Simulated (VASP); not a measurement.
# Yb2Al6Cu (Fm-3m) in VASP: density of states with PBE

Aim: the density of states of Yb2Al6Cu with PBE.

Everything below comes from runs of VASP 6.6.1. Logs are shortened: lines on timing, memory, paths and dates and some standing lists are left out, and cuts for length are marked.

## Step 1: The cell of the first run

Symmetry: Fm-3m, No. 225, cubic system. The conventional cell has a = 8.769 Å, b = 8.769 Å, c = 8.769 Å, α = 90.00°, β = 90.00°, γ = 90.00°. Within 4.1 Å of Yb (site symmetry -43m) lie 12 Al at 3.11 Å and 4 Cu at 3.80 Å. Al (site symmetry 4mm) has 1 Cu at 2.44 Å and 4 Al at 2.75 Å and 4 Yb at 3.11 Å within 3.2 Å. Cu (site symmetry m-3m) has 6 Al at 2.44 Å within 3.2 Å.

## Step 2: Density of states, PBE

The input, POSCAR:

```
Yb2Al6Cu
1.0
    0.0000000000      4.3844695712      4.3844695712
    4.3844695712      0.0000000000      4.3844695712
    4.3844695712      4.3844695712      0.0000000000
Yb Al Cu
2 6 1
Direct
    0.2500000000      0.2500000000      0.2500000000
    0.7500000000      0.7500000000      0.7500000000
    0.7780745872      0.2219254128      0.7780745872
    0.7780745872      0.2219254128      0.2219254128
    0.7780745872      0.7780745872      0.2219254128
    0.2219254128      0.7780745872      0.2219254128
    0.2219254128      0.2219254128      0.7780745872
    0.2219254128      0.7780745872      0.7780745872
    0.5000000000      0.5000000000      0.5000000000
```

The input, INCAR.step1:

```
ALGO = Normal ; EDIFF = 1E-6
ENCUT = 520 ; GGA = PE
ISIF = 2 ; ISMEAR = 0
LASPH = True ; LCHARG = True
LMAXMIX = 6 ; LREAL = False
LWAVE = False ; NBANDS = 48
NELM = 100 ; PREC = Accurate
SIGMA = 0.1
```

The input, KPOINTS.step1:

```
k-points
0
Gamma
  8 8 8
```

The input, INCAR.step2:

```
ALGO = Normal ; EDIFF = 1E-6
ENCUT = 520 ; GGA = PE
ICHARG = 11 ; ISIF = 2
ISMEAR = -5 ; LASPH = True
LCHARG = False ; LMAXMIX = 6
LORBIT = 11 ; LREAL = False
LWAVE = False ; NEDOS = 1001
NELM = 100 ; PREC = Accurate
SIGMA = 0.1
```

The input, KPOINTS.step2:

```
k-points
0
Gamma
  12 12 12
```

Potentials or basis: VASP PAW PBE potentials, release 64 (Yb, Al, Cu).

Launch:

```bash
$ cat potpaw_PBE.64/Yb/POTCAR potpaw_PBE.64/Al/POTCAR potpaw_PBE.64/Cu/POTCAR > POTCAR
$ cp INCAR.step1 INCAR
$ cp KPOINTS.step1 KPOINTS
$ mpirun -np 1 vasp_std > vasp.out
$ cp INCAR.step2 INCAR
$ cp KPOINTS.step2 KPOINTS
$ mpirun -np 1 vasp_std > vasp.out
```

OUTCAR:

```text
EDIFF = 1E-6
   ENCUT = 520
   GGA = PE
   ICHARG = 11
   ISIF = 2
   ISMEAR = -5
   LASPH = True
   LORBIT = 11
   LREAL = False
   NELM = 100
   PREC = Accurate

 ion  position               nearest neighbor table
   1  0.250  0.250  0.250-   3 3.11   4 3.11   5 3.11   5 3.11   6 3.11   8 3.11   3 3.11   7 3.11
                             8 3.11   4 3.11   6 3.11   7 3.11
   2  0.750  0.750  0.750-   3 3.11   5 3.11   8 3.11   4 3.11   5 3.11   6 3.11   3 3.11   4 3.11
                             7 3.11   6 3.11   7 3.11   8 3.11
   3  0.778  0.222  0.778-   9 2.44   5 2.75   7 2.75   8 2.75   4 2.75   2 3.11   2 3.11   1 3.11
                             1 3.11
   4  0.778  0.222  0.222-   9 2.44   5 2.75   6 2.75   7 2.75   3 2.75   1 3.11   2 3.11   2 3.11
                             1 3.11
   5  0.778  0.778  0.222-   9 2.44   4 2.75   6 2.75   8 2.75   3 2.75   2 3.11   2 3.11   1 3.11
                             1 3.11
   6  0.222  0.778  0.222-   9 2.44   5 2.75   7 2.75   8 2.75   4 2.75   1 3.11   2 3.11   2 3.11
                             1 3.11
   7  0.222  0.222  0.778-   9 2.44   4 2.75   6 2.75   8 2.75   3 2.75   1 3.11   2 3.11   2 3.11
                             1 3.11
   8  0.222  0.778  0.778-   9 2.44   5 2.75   6 2.75   7 2.75   3 2.75   2 3.11   2 3.11   1 3.11
                             1 3.11
   9  0.500  0.500  0.500-   3 2.44   4 2.44   5 2.44   6 2.44   7 2.44   8 2.44

  LATTYP: Found a face centered cubic cell.
 ALAT       =     8.7689391424

  Lattice vectors:

 A1 = (   0.0000000000,   4.3844695712,   4.3844695712)
 A2 = (   4.3844695712,   0.0000000000,   4.3844695712)
 A3 = (   4.3844695712,   4.3844695712,   0.0000000000)

Analysis of symmetry for initial positions (statically):
=====================================================================
 Subroutine PRICEL returns:
 Original cell was already a primitive cell.

 Routine SETGRP: Setting up the symmetry group for a
 face centered cubic supercell.

 Subroutine GETGRP returns: Found 48 space group operations
 (whereof 48 operations were pure point group operations)
 out of a pool of 48 trial point group operations.

The static configuration has the point symmetry O_h .

Analysis of symmetry for dynamics (positions and initial velocities):
=====================================================================
 Subroutine PRICEL returns:
 Original cell was already a primitive cell.

 Routine SETGRP: Setting up the symmetry group for a
 face centered cubic supercell.

 Subroutine GETGRP returns: Found 48 space group operations
 (whereof 48 operations were pure point group operations)
 out of a pool of 48 trial point group operations.

The dynamic configuration has the point symmetry O_h .

 Subroutine INISYM returns: Found 48 space group operations
 (whereof 48 operations are pure point group operations),
 and found     1 'primitive' translations

----------------------------------------------------------------------------------------

                                     Primitive cell

  volume of cell :     168.5703

  direct lattice vectors                    reciprocal lattice vectors
     0.000000000  4.384469571  4.384469571    -0.114038880  0.114038880  0.114038880
     4.384469571  0.000000000  4.384469571     0.114038880 -0.114038880  0.114038880
     4.384469571  4.384469571  0.000000000     0.114038880  0.114038880 -0.114038880

  length of vectors
     6.200576331  6.200576331  6.200576331     0.197521134  0.197521134  0.197521134

  position of ions in fractional coordinates (direct lattice)
     0.250000000  0.250000000  0.250000000
     0.750000000  0.750000000  0.750000000
     0.778074587  0.221925413  0.778074587
     0.778074587  0.221925413  0.221925413
     0.778074587  0.778074587  0.221925413
     0.221925413  0.778074587  0.221925413
     0.221925413  0.221925413  0.778074587
     0.221925413  0.778074587  0.778074587
     0.500000000  0.500000000  0.500000000

  ion indices of the primitive-cell ions
   primitive index   ion index
                 1           1
                 2           2
                 3           3
                 4           4
                 5           5
                 6           6
                 7           7
                 8           8
                 9           9

----------------------------------------------------------------------------------------

 KPOINTS: k-points

Automatic generation of k-mesh.
 Grid dimensions read from file:
 generate k-points for:   12   12   12

 Generating k-lattice:

  Cartesian coordinates                     Fractional coordinates (reciprocal lattice)
    -0.009503240  0.009503240  0.009503240     0.083333333  0.000000000  0.000000000
     0.009503240 -0.009503240  0.009503240     0.000000000  0.083333333  0.000000000
     0.009503240  0.009503240 -0.009503240     0.000000000  0.000000000  0.083333333

  Length of vectors
     0.016460095  0.016460095  0.016460095

  Shift w.r.t. Gamma in fractional coordinates (k-lattice)
     0.000000000  0.000000000  0.000000000

 TETIRR: Found    247 inequivalent tetrahedra from    10368

 Subroutine IBZKPT returns following result:
 ===========================================

 Found     72 irreducible k-points:

 Following reciprocal coordinates:
            Coordinates               Weight
  0.000000  0.000000  0.000000      1.000000
  0.083333  0.000000  0.000000      8.000000
  0.166667  0.000000  0.000000      8.000000
  0.250000  0.000000  0.000000      8.000000
  0.333333  0.000000  0.000000      8.000000
  0.416667  0.000000  0.000000      8.000000
[... 16 lines left out ...]
  0.500000  0.166667  0.000000     24.000000
 -0.416667  0.166667  0.000000     24.000000
 [... further k-points ...]
   k-points           NKPTS =     72   k-points in BZ     NKDIM =     72   number of bands    NBANDS=     46
   number of dos      NEDOS =   1001   number of ions     NIONS =      9
   total plane-waves  NPLWV = 110592
   dimension x,y,z NGX =    48 NGY =   48 NGZ =   48
   dimension x,y,z NGXF=    96 NGYF=   96 NGZF=   96
   ions per type =               2   6   1
   NGX,Y,Z   is equivalent  to a cutoff of  12.87, 12.87, 12.87 a.u.
   NGXF,Y,Z  is equivalent  to a cutoff of  25.74, 25.74, 25.74 a.u.
 SYSTEM =  unknown system
   PREC   = accura    normal or accurate (medium, high low for compatibility)
   ISTART =      0    job   : 0-new  1-cont  2-samecut
   ICHARG =     11    charge: 1-file 2-atom 10-const
   ISPIN  =      1    spin polarized calculation?
   LNONCOLLINEAR =      F non collinear calculations
   LSORBIT =      F    spin-orbit coupling
   LASPH  =      T    aspherical Exc in radial PAW
   ENCUT  =  520.0 eV  38.22 Ry    6.18 a.u.  11.53 11.53 11.53*2*pi/ulx,y,z
   NELM   =    100;   NELMIN=  2; NELMDL=  0     # of ELM steps
   EDIFF  = 0.1E-05   stopping-criterion for ELM
   LREAL  =      F    real-space projection
   EDIFFG = 0.1E-04   stopping-criterion for IOM
   NSW    =      0    number of steps for IOM
   IBRION =     -1    ionic relax: 0-MD 1-quasi-New 2-CG
   NFREE  =      0    steps in history (QN), initial steepest desc. (CG)
   ISIF   =      2    stress and relaxation
   ISYM   =      2    0-nonsym 1-usesym 2-fastsym
   POTIM  = 0.5000    time-step for ionic-motion
   TEBEG  =    0.0;   TEEND  =   0.0 temperature during run
   PSTRESS=    0.0 pullay stress
   NELECT =      77.0000    total number of electrons
   NUPDOWN=      -1.0000    fix difference up-down
   EMIN   =  10.00;   EMAX   =-10.00  energy-range for DOS
   EFERMI =   0.00;   METHOD = LEGACY
   ISMEAR =    -5;   SIGMA  =   0.10  broadening in eV -4-tet -1-fermi 0-gaus
   EFERMI_NEDOS =   21; number of points for ismear=-14 and -15
   IALGO  =     38    algorithm
   IMIX   =      4    mixing-type and parameters
     AMIX     =   0.40;   BMIX     =  1.00
     AMIX_MAG =   1.60;   BMIX_MAG =  1.00
  volume/ion in A,a.u.               =      18.73       126.40
  Fermi-wavevector in a.u.,A,eV,Ry     =   1.260796  2.382558 21.627896  1.589606
  Thomas-Fermi vector in A             =   2.394287
   LORBIT       =     11    0 simple, 1 ext, 2 COOP (PROOUT), +10 PAW based schemes
   GGA     = PE    functional components
   LHFCALC =     F    Hartree Fock is set to
   AEXX    =    0.0000 exact exchange contribution
   IVDW    =     0    specifies the selected vdW correction
   LEPSILON=     F    determine dielectric tensor
   LRPA    =     F    only Hartree local field effects (RPA)
 non-spin polarized calculation
 Fermi weights with tetrahedron method with Bloechl corrections
  energy-cutoff  :      520.00
  volume of cell :      168.57
 maximum number of plane-waves:      4573
 NGX is ok and might be reduce to    48

 number of electron      76.9999972 magnetization

 Free energy of the ion-electron system (eV)
  ---------------------------------------------------
  ext. energy  EPLUGINS =         0.00000000
  ---------------------------------------------------
  free energy    TOTEN  =       -36.22455869 eV

  energy without entropy =      -36.22455869  energy(sigma->0) =      -36.22455869

 E-fermi :   5.7331     XC(G=0): -10.4644

 val. band max:        5.7543641647   @ k =  -0.4167   0.4167   0.0000
 cond. band min:       5.6704720090   @ k =   0.2500   0.2500   0.0000
 fundamental gap:     -0.0838921558
 Fermi energy:         5.7330951734

 k-point     1 :       0.0000    0.0000    0.0000
  band No.  band energies     occupation
      1     -45.6038      2.00000
      2     -45.6023      2.00000
      3     -17.9424      2.00000
      4     -17.9424      2.00000
      5     -17.9424      2.00000
      6     -17.9106      2.00000
[... 38 lines left out ...]
     45       8.5006      0.00000
     46      10.1533      0.00000

 k-point     2 :       0.0833    0.0000    0.0000
  band No.  band energies     occupation
      1     -45.6038      2.00000
      2     -45.6023      2.00000
      3     -17.9421      2.00000
      4     -17.9419      2.00000
      5     -17.9419      2.00000
      6     -17.9114      2.00000
[... 38 lines left out ...]
     45       8.5849      0.00000
     46      10.0654      0.00000

 k-point     3 :       0.1667    0.0000    0.0000
  band No.  band energies     occupation
      1     -45.6037      2.00000
      2     -45.6024      2.00000
      3     -17.9409      2.00000
      4     -17.9404      2.00000
      5     -17.9404      2.00000
      6     -17.9135      2.00000
[... 38 lines left out ...]
     45       8.8446      0.00000
     46      10.0284      0.00000

 k-point     4 :       0.2500    0.0000    0.0000
  band No.  band energies     occupation
      1     -45.6036      2.00000
      2     -45.6025      2.00000
      3     -17.9390      2.00000
      4     -17.9381      2.00000
      5     -17.9381      2.00000
      6     -17.9167      2.00000
[... 920 lines left out ...]
     45       8.7270      0.00000
     46       8.8316      0.00000

 k-point    23 :       0.5000    0.1667    0.0000
  band No.  band energies     occupation
      1     -45.6032      2.00000
      2     -45.6029      2.00000
      3     -17.9412      2.00000
      4     -17.9387      2.00000
      5     -17.9377      2.00000
      6     -17.9178      2.00000
[... 38 lines left out ...]
     45       8.8879      0.00000
     46       9.0425      0.00000

 k-point    24 :      -0.4167    0.1667    0.0000
  band No.  band energies     occupation
      1     -45.6031      2.00000
      2     -45.6030      2.00000
      3     -17.9441      2.00000
      4     -17.9351      2.00000
      5     -17.9337      2.00000
      6     -17.9219      2.00000
[... 38 lines left out ...]
     45       8.4314      0.00000
     46       9.1494      0.00000

 [... further k-points ...]
[... 5 lines left out ...]
  --------------------------------------------------------------------------------------
  -------------------------------------------------------------------------------------
  Total       -7.1267856     -7.1267856     -7.1267856     -0.0000000      0.0000000      0.0000000
  in kB      -67.7365537    -67.7365537    -67.7365537     -0.0000000      0.0000000      0.0000000
  external PRESSURE =     -67.7365537 kB  Pullay stress =       0.0000000 kB

 VOLUME and BASIS-vectors are now :
 -----------------------------------------------------------------------------
  energy-cutoff  :      520.00
  volume of cell :      168.57
      direct lattice vectors                 reciprocal lattice vectors
     0.000000000  4.384469571  4.384469571    -0.114038880  0.114038880  0.114038880
     4.384469571  0.000000000  4.384469571     0.114038880 -0.114038880  0.114038880
     4.384469571  4.384469571  0.000000000     0.114038880  0.114038880 -0.114038880

 POSITION                                       TOTAL-FORCE (eV/Angst)
 -----------------------------------------------------------------------------------
      2.19223      2.19223      2.19223        -0.000000     -0.000000      0.000000
      6.57670      6.57670      6.57670         0.000000     -0.000000      0.000000
      4.38447      6.82289      4.38447         0.000000      0.011765     -0.000000
      1.94605      4.38447      4.38447        -0.011765     -0.000000     -0.000000
      4.38447      4.38447      6.82289         0.000000     -0.000000      0.011765
      4.38447      1.94605      4.38447         0.000000     -0.011765     -0.000000
      4.38447      4.38447      1.94605         0.000000     -0.000000     -0.011765
      6.82289      4.38447      4.38447         0.011765     -0.000000     -0.000000
      4.38447      4.38447      4.38447         0.000000      0.000000     -0.000000
 -----------------------------------------------------------------------------------
    total drift:                               -0.000000     -0.000000      0.000000

  FREE ENERGIE OF THE ION-ELECTRON SYSTEM (eV)
  ---------------------------------------------------
  free  energy   TOTEN  =       -36.2245586917 eV

  energy  without entropy=      -36.2245586917  energy(sigma->0) =      -36.22455869

 total charge

# of ion       s       p       d       f       tot
--------------------------------------------------
    1        2.134   6.031   0.505  13.530  22.200
    2        2.134   6.031   0.505  13.530  22.200
    3        0.426   0.371   0.000   0.000   0.797
    4        0.426   0.371   0.000   0.000   0.797
    5        0.426   0.371   0.000   0.000   0.797
    6        0.426   0.371   0.000   0.000   0.797
    7        0.426   0.371   0.000   0.000   0.797
    8        0.426   0.371   0.000   0.000   0.797
    9        0.486   0.497   9.113   0.000  10.096
--------------------------------------------------
tot          7.309  14.788  10.124  27.059  59.281
```

Run time: 42 min. Hardware: 1 thread of Intel Xeon Platinum 8259CL at 2.50GHz (Skylake/Cascade Lake), shared host; peak memory 0.68 GiB.

What came out:

- Valence electrons inside the program's atomic spheres: Yb 22.20; Al 0.80; Cu 10.10

Caveat: spin-orbit coupling is left out, which moves the levels of the heavy elements; without U or exact exchange the open f shell lies at the Fermi level, which spoils levels, moments and volumes; tetrahedron occupations give inexact forces and stress in metals. Spin polarisation is off, so any magnetic state and its effect on volume and gap are missing.
